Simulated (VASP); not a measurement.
# Zr4Cl (I4/mmm) in VASP: notebook

The runs below take Zr4Cl through single point, with PBE.

All numbers are computed with VASP 6.6.1; they aren't measurements. Logs are shortened: lines on timing, memory, paths and dates and some standing lists are left out, and cuts for length are marked.

## Step 1: The cell of the first run

Symmetry: I4/mmm, No. 139, tetragonal system. The conventional cell has a = 5.129 Å, b = 5.129 Å, c = 8.259 Å, α = 90.00°, β = 90.00°, γ = 90.00°. Zr (site symmetry 4mm) has 1 Cl at 2.48 Å and 5 Zr at 3.05 to 3.31 Å within 3.4 Å. Zr (site symmetry mmm) has 2 Cl at 2.56 Å and 4 Zr at 3.05 Å within 3.4 Å. Within 3.3 Å of Cl (site symmetry 4/mmm) lie 6 Zr at 2.48 to 2.56 Å.

The cell was generated, and may not be a known phase.

## Step 2: Single point, PBE

INCAR

```
SYSTEM = Zr4Cl
ALGO     = Fast           ! electronic algorithm
EDIFF    = 1E-6           ! SCF threshold, eV
ENCUT    = 520            ! plane-wave cutoff, eV
GGA      = PE             ! functional
ISIF     = 2              ! what is computed and relaxed
ISMEAR   = 0              ! smearing method
LASPH    = .TRUE.         ! aspherical terms in the spheres
LCHARG   = .FALSE.        ! write CHGCAR
LREAL    = .FALSE.        ! projectors in reciprocal space
LWAVE    = .FALSE.        ! write WAVECAR
NBANDS   = 36             ! bands
NELM     = 100            ! most SCF steps
PREC     = Accurate       ! precision mode
SIGMA    = 0.1            ! smearing width, eV
```

KPOINTS

```
k-points
0
G
  6 6 6
  0 0 0
```

POSCAR

```
Zr4Cl
1.0
   -2.5642742662      2.5642742662      4.1295456952
    2.5642742662     -2.5642742662      4.1295456952
    2.5642742662      2.5642742662     -4.1295456952
Zr Cl
4 1
Direct
    0.7002839617      0.7002839617      0.0000000000
    0.5000000000      0.0000000000      0.5000000000
    0.0000000000      0.5000000000      0.5000000000
    0.2997160383      0.2997160383      0.0000000000
    0.0000000000      0.0000000000      0.0000000000
```

Potentials or basis: VASP PAW PBE potentials, release 64 (Zr_sv, Cl).

The run is started by

```console
$ cat potpaw_PBE.64/Zr_sv/POTCAR potpaw_PBE.64/Cl/POTCAR > POTCAR
$ mpirun -np 1 vasp_std > vasp.out
```

OUTCAR:

```text
SYSTEM = Zr4Cl
   EDIFF = 1E-6
   ENCUT = 520
   GGA = PE
   ISIF = 2
   ISMEAR = 0
   LASPH = .TRUE.
   LREAL = .FALSE.
   NELM = 100
   PREC = Accurate

 ion  position               nearest neighbor table
   1  0.700  0.700  0.000-   5 2.48   3 3.05   2 3.05   2 3.05   3 3.05   4 3.31   2 3.56   3 3.56
                             2 3.56   3 3.56   4 3.72   4 3.72   4 3.72   4 3.72
   2  0.500  0.000  0.500-   5 2.56   5 2.56   1 3.05   1 3.05   4 3.05   4 3.05   4 3.56   1 3.56
                             1 3.56   4 3.56   3 3.63   3 3.63   3 3.63   3 3.63
   3  0.000  0.500  0.500-   5 2.56   5 2.56   1 3.05   1 3.05   4 3.05   4 3.05   4 3.56   1 3.56
                             1 3.56   4 3.56   2 3.63   2 3.63   2 3.63   2 3.63
   4  0.300  0.300  0.000-   5 2.48   2 3.05   3 3.05   2 3.05   3 3.05   1 3.31   3 3.56   2 3.56
                             3 3.56   2 3.56   1 3.72   1 3.72   1 3.72   1 3.72
   5  0.000  0.000  0.000-   1 2.48   4 2.48   3 2.56   2 2.56   3 2.56   2 2.56

  LATTYP: Found a body centered tetragonal cell.
 ALAT       =     5.1285485324
 C/A-ratio  =     1.6104149816

  Lattice vectors:

 A1 = (  -2.5642742662,   2.5642742662,   4.1295456952)
 A2 = (   2.5642742662,  -2.5642742662,   4.1295456952)
 A3 = (   2.5642742662,   2.5642742662,  -4.1295456952)

Analysis of symmetry for initial positions (statically):
=====================================================================
 Subroutine PRICEL returns:
 Original cell was already a primitive cell.

 Routine SETGRP: Setting up the symmetry group for a
 body centered tetragonal supercell.

 Subroutine GETGRP returns: Found 16 space group operations
 (whereof 16 operations were pure point group operations)
 out of a pool of 16 trial point group operations.

The static configuration has the point symmetry D_4h.

Analysis of symmetry for dynamics (positions and initial velocities):
=====================================================================
 Subroutine PRICEL returns:
 Original cell was already a primitive cell.

 Routine SETGRP: Setting up the symmetry group for a
 body centered tetragonal supercell.

 Subroutine GETGRP returns: Found 16 space group operations
 (whereof 16 operations were pure point group operations)
 out of a pool of 16 trial point group operations.

The dynamic configuration has the point symmetry D_4h.

 Subroutine INISYM returns: Found 16 space group operations
 (whereof 16 operations are pure point group operations),
 and found     1 'primitive' translations

----------------------------------------------------------------------------------------

                                     Primitive cell

  volume of cell :     108.6154

  direct lattice vectors                    reciprocal lattice vectors
    -2.564274266  2.564274266  4.129545695     0.000000000  0.194986943  0.121078694
     2.564274266 -2.564274266  4.129545695     0.194986943  0.000000000  0.121078694
     2.564274266  2.564274266 -4.129545695     0.194986943  0.194986943  0.000000000

  length of vectors
     5.495830481  5.495830481  5.495830481     0.229521150  0.229521150  0.275753179

  position of ions in fractional coordinates (direct lattice)
     0.700283962  0.700283962  0.000000000
     0.500000000  0.000000000  0.500000000
     0.000000000  0.500000000  0.500000000
     0.299716038  0.299716038  0.000000000
     0.000000000  0.000000000  0.000000000

  ion indices of the primitive-cell ions
   primitive index   ion index
                 1           1
                 2           2
                 3           3
                 4           4
                 5           5

----------------------------------------------------------------------------------------

 KPOINTS: k-points

Automatic generation of k-mesh.
 Grid dimensions read from file:
 generate k-points for:    6    6    6

 Generating k-lattice:

  Cartesian coordinates                     Fractional coordinates (reciprocal lattice)
     0.000000000  0.032497824  0.020179782     0.166666667  0.000000000  0.000000000
     0.032497824  0.000000000  0.020179782     0.000000000  0.166666667  0.000000000
     0.032497824  0.032497824  0.000000000     0.000000000  0.000000000  0.166666667

  Length of vectors
     0.038253525  0.038253525  0.045958863

  Shift w.r.t. Gamma in fractional coordinates (k-lattice)
     0.000000000  0.000000000  0.000000000

 Subroutine IBZKPT returns following result:
 ===========================================

 Found     30 irreducible k-points:

 Following reciprocal coordinates:
            Coordinates               Weight
  0.000000  0.000000  0.000000      1.000000
  0.166667  0.000000 -0.000000      8.000000
  0.333333  0.000000 -0.000000      8.000000
  0.500000  0.000000  0.000000      4.000000
  0.166667  0.166667 -0.000000      8.000000
  0.333333  0.166667 -0.000000     16.000000
[... 16 lines left out ...]
 -0.333333 -0.333333  0.166667      8.000000
 -0.166667 -0.333333  0.166667      8.000000
 [... further k-points ...]
   k-points           NKPTS =     30   k-points in BZ     NKDIM =     30   number of bands    NBANDS=     36
   number of dos      NEDOS =    301   number of ions     NIONS =      5
   total plane-waves  NPLWV =  74088
   dimension x,y,z NGX =    42 NGY =   42 NGZ =   42
   dimension x,y,z NGXF=    84 NGYF=   84 NGZF=   84
   ions per type =               4   1
   NGX,Y,Z   is equivalent  to a cutoff of  12.70, 12.70, 12.70 a.u.
   NGXF,Y,Z  is equivalent  to a cutoff of  25.41, 25.41, 25.41 a.u.
 SYSTEM =  Zr4Cl
   PREC   = accura    normal or accurate (medium, high low for compatibility)
   ISTART =      0    job   : 0-new  1-cont  2-samecut
   ICHARG =      2    charge: 1-file 2-atom 10-const
   ISPIN  =      1    spin polarized calculation?
   LNONCOLLINEAR =      F non collinear calculations
   LSORBIT =      F    spin-orbit coupling
   LASPH  =      T    aspherical Exc in radial PAW
   ENCUT  =  520.0 eV  38.22 Ry    6.18 a.u.  10.22 10.22 10.22*2*pi/ulx,y,z
   NELM   =    100;   NELMIN=  2; NELMDL= -5     # of ELM steps
   EDIFF  = 0.1E-05   stopping-criterion for ELM
   LREAL  =      F    real-space projection
   EDIFFG = 0.1E-04   stopping-criterion for IOM
   NSW    =      0    number of steps for IOM
   IBRION =     -1    ionic relax: 0-MD 1-quasi-New 2-CG
   NFREE  =      0    steps in history (QN), initial steepest desc. (CG)
   ISIF   =      2    stress and relaxation
   ISYM   =      2    0-nonsym 1-usesym 2-fastsym
   POTIM  = 0.5000    time-step for ionic-motion
   TEBEG  =    0.0;   TEEND  =   0.0 temperature during run
   PSTRESS=    0.0 pullay stress
   NELECT =      55.0000    total number of electrons
   NUPDOWN=      -1.0000    fix difference up-down
   EMIN   =  10.00;   EMAX   =-10.00  energy-range for DOS
   EFERMI =   0.00;   METHOD = LEGACY
   ISMEAR =     0;   SIGMA  =   0.10  broadening in eV -4-tet -1-fermi 0-gaus
   EFERMI_NEDOS =   21; number of points for ismear=-14 and -15
   IALGO  =     68    algorithm
   IMIX   =      4    mixing-type and parameters
     AMIX     =   0.40;   BMIX     =  1.00
     AMIX_MAG =   1.60;   BMIX_MAG =  1.00
  volume/ion in A,a.u.               =      21.72       146.59
  Fermi-wavevector in a.u.,A,eV,Ry     =   1.304864  2.465836 23.166240  1.702671
  Thomas-Fermi vector in A             =   2.435772
   LORBIT       =      0    0 simple, 1 ext, 2 COOP (PROOUT), +10 PAW based schemes
   GGA     = PE    functional components
   LHFCALC =     F    Hartree Fock is set to
   AEXX    =    0.0000 exact exchange contribution
   IVDW    =     0    specifies the selected vdW correction
   LEPSILON=     F    determine dielectric tensor
   LRPA    =     F    only Hartree local field effects (RPA)
 non-spin polarized calculation
 RMM-DIIS sequential band-by-band and
 Gauss-broadening in eV      SIGMA  =   0.10
  energy-cutoff  :      520.00
  volume of cell :      108.62
 maximum number of plane-waves:      2946
 NGX is ok and might be reduce to    42
   NGX = 21   NGY = 21   NGZ = 21

 number of electron      54.9999999 magnetization

 Free energy of the ion-electron system (eV)
  ---------------------------------------------------
  ext. energy  EPLUGINS =         0.00000000
  ---------------------------------------------------
  free energy    TOTEN  =       -37.29817758 eV

  energy without entropy =      -37.27372883  energy(sigma->0) =      -37.28595321

 E-fermi :   8.9771     XC(G=0): -11.0402

 val. band max:        8.9726235236   @ k =  -0.3333   0.3333   0.0000
 cond. band min:       8.9886797941   @ k =   0.5000   0.5000   0.3333
 fundamental gap:      0.0160562705
 Fermi energy:         8.9771468457

 k-point     1 :       0.0000    0.0000    0.0000
  band No.  band energies     occupation
      1     -39.9358      2.00000
      2     -39.8610      2.00000
      3     -39.7313      2.00000
      4     -39.7100      2.00000
      5     -18.2460      2.00000
      6     -18.2460      2.00000
[... 28 lines left out ...]
     35      12.0488      0.00000
     36      12.3988      0.00000

 k-point     2 :       0.1667    0.0000   -0.0000
  band No.  band energies     occupation
      1     -39.9279      2.00000
      2     -39.8627      2.00000
      3     -39.7328      2.00000
      4     -39.7149      2.00000
      5     -18.3074      2.00000
      6     -18.2439      2.00000
[... 28 lines left out ...]
     35      11.9470      0.00000
     36      12.1626      0.00000

 k-point     3 :       0.3333    0.0000   -0.0000
  band No.  band energies     occupation
      1     -39.9091      2.00000
      2     -39.8681      2.00000
      3     -39.7361      2.00000
      4     -39.7254      2.00000
      5     -18.3500      2.00000
      6     -18.2352      2.00000
[... 28 lines left out ...]
     35      11.9416      0.00000
     36      12.0736      0.00000
[... 742 lines left out ...]
 k-point    23 :      -0.3333   -0.3333    0.1667
  band No.  band energies     occupation
      1     -39.9078      2.00000
      2     -39.8650      2.00000
      3     -39.7404      2.00000
      4     -39.7257      2.00000
      5     -18.3521      2.00000
      6     -18.2691      2.00000
[... 28 lines left out ...]
     35      11.7059      0.00000
     36      12.1132      0.00000

 k-point    24 :      -0.1667   -0.3333    0.1667
  band No.  band energies     occupation
      1     -39.9184      2.00000
      2     -39.8634      2.00000
      3     -39.7374      2.00000
      4     -39.7195      2.00000
      5     -18.3122      2.00000
      6     -18.2909      2.00000
[... 28 lines left out ...]
     35      11.7882      0.00000
     36      11.8553      0.00000

 [... further k-points ...]

------------------------ aborting loop because EDIFF is reached ----------------------------------------

  FORCE on cell =-STRESS in cart. coord.  units (eV):
  Direction    XX          YY          ZZ          XY          YZ          ZX
  --------------------------------------------------------------------------------------
  -------------------------------------------------------------------------------------
  Total        0.1200235      0.1200235      0.0957927      0.0000000     -0.0000000     -0.0000000
  in kB        1.7704574      1.7704574      1.4130311      0.0000000     -0.0000000     -0.0000000
  external PRESSURE =       1.6513153 kB  Pullay stress =       0.0000000 kB

 VOLUME and BASIS-vectors are now :
 -----------------------------------------------------------------------------
  energy-cutoff  :      520.00
  volume of cell :      108.62
      direct lattice vectors                 reciprocal lattice vectors
    -2.564274266  2.564274266  4.129545695     0.000000000  0.194986943  0.121078694
     2.564274266 -2.564274266  4.129545695     0.194986943  0.000000000  0.121078694
     2.564274266  2.564274266 -4.129545695     0.194986943  0.194986943  0.000000000

 POSITION                                       TOTAL-FORCE (eV/Angst)
 -----------------------------------------------------------------------------------
      0.00000      0.00000      5.78371        -0.000000     -0.000000     -0.029453
      0.00000      2.56427      0.00000         0.000000      0.000000     -0.000000
      2.56427      0.00000      0.00000         0.000000      0.000000      0.000000
      0.00000      0.00000      2.47538        -0.000000     -0.000000      0.029453
      0.00000      0.00000      0.00000         0.000000      0.000000     -0.000000
 -----------------------------------------------------------------------------------
    total drift:                               -0.000000     -0.000000      0.000000

  FREE ENERGIE OF THE ION-ELECTRON SYSTEM (eV)
  ---------------------------------------------------
  free  energy   TOTEN  =       -37.2981775793 eV

  energy  without entropy=      -37.2737288330  energy(sigma->0) =      -37.28595321
```

Run time: 6.9 min. Hardware: 1 thread of Oxide Virtual Turin-like, shared host; peak memory 0.27 GiB.

What came out:

- Free energy: -37.2982 eV
- Pressure: 0.2 GPa
- Largest force: 0.029 eV/Å
- Band gap on the k mesh: zero (an odd number of electrons rules out a gap without spin polarisation)

Forces on the atoms (eV/Å):
```
Zr   0.000  0.000 -0.029
Zr   0.000  0.000  0.000
Zr   0.000  0.000  0.000
Zr   0.000  0.000  0.029
Cl   0.000  0.000  0.000
```

Levels at points of the mesh, in eV from the Fermi level:
```tsv
k point	band 25	band 26	band 27	band 28	band 29	band 30	band 31	band 32
(0.00, 0.00, 0.00)	-1.20	-0.61	0.33	0.59	0.59	0.59	0.59	1.52
(0.50, 0.00, 0.00)	-1.09	-0.99	-0.46	-0.30	0.31	0.40	1.45	1.97
(0.50, 0.50, 0.00)	-1.20	-0.40	-0.22	-0.18	0.45	0.85	1.42	2.08
(0.50, 0.50, 0.50)	-1.47	-1.47	-0.06	0.95	0.95	0.95	1.02	1.31
```

(Part 1 of 2 ends here.)

The gap in the log of VASP goes by the Fermi energy; the results here count the filled bands.